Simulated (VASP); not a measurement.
Crystal: Al.

```
CELL_PARAMETERS angstrom
2.76150 0.00000 0.00000
-1.38075 2.39153 0.00000
0.00000 0.00000 2.59581
ATOMIC_POSITIONS crystal
Al 0.00000 0.00000 0.00000
```

| Item | Value |
| --- | --- |
| Program | VASP 6.6.1 |
| Task | relaxation of cell and atoms |
| Functional | PBE |
| Potentials or basis | VASP PAW PBE potentials, release 64 (Al) |
| Cutoff | 600 eV |
| k mesh | 16 × 16 × 15 |
| Occupations | fermi-dirac, width 0.08 eV |
| Spin | no spin polarisation |

At the start: pressure 7.5 GPa; volume 17.14 Å³/atom.

Task: How do energy, volume and symmetry change on relaxing?

Result: Over 8 steps the energy falls by 61.4 meV/atom and the volume is 18.77 Å³/atom (+9.5 %); space group P6/mmm (No. 191, to 0.05 Å).

Step by step:
```tsv
step	energy change (eV)	largest force (eV/Å)	pressure (GPa)	volume (Å³)
1	0.0000	0.0000	7.53	17.14
2	-0.0594	0.0000	-1.39	19.19
3	-0.0605	0.0000	-0.45	18.89
4	-0.0605	0.0000	-0.56	18.93
5	-0.0613	0.0000	-0.08	18.79
6	-0.0614	0.0000	0.12	18.73
7	-0.0614	0.0000	0.02	18.76
8	-0.0614	0.0000	-0.01	18.77
```

Final structure:
```
Al
1.0
     2.78055    0.00000    0.00000
    -1.39028    2.40803    0.00000
     0.00000    0.00000    2.80358
Al
1
Direct
  0.00000 0.00000 0.00000
```
